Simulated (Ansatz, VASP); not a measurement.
**One calculation of Rb, two programs**

```xyz
4
Lattice="5.4053 0.0000 0.0000 0.0000 4.8099 0.0000 0.0000 0.0000 14.9689" Properties=species:S:1:pos:R:3 pbc="T T T"
Rb    1.3761    1.2025   13.1964
Rb    1.3265    3.6074    5.7119
Rb    4.0788    1.2025    9.2570
Rb    4.0292    3.6074    1.7725
```

Alike in both runs: functional r2SCAN; k mesh 4 × 4 × 2; occupations gaussian, width 0.1 eV; no spin polarisation.

Ansatz relaxed the structure, and its values are those at the end. VASP's run is a single point on that final structure, the one shown.

|  | VASP | Ansatz |
| --- | --- | --- |
| version | VASP 6.6.1 | Ansatz 0.2.0 |
| potentials or method | VASP PAW PBE potentials, release 64 (Rb_sv), cutoff 520 eV | scalar-relativistic, plane waves, PAW |
| valence electrons in the cell | 36 | 36 |

|  | VASP | Ansatz | Ansatz less VASP |
| --- | --- | --- | --- |
| gap on the k mesh at the Fermi level (eV) | none | none | - |
| pressure (GPa) | 0.0 | 0.0 | 0.00 |
| rms of the force components (eV/Å) | 0.006 | 0.006 | -0.0002 |

VASP's potentials were made for PBE, not for r2SCAN. A gap of «none» marks a metal or a gap that the smearing closes.
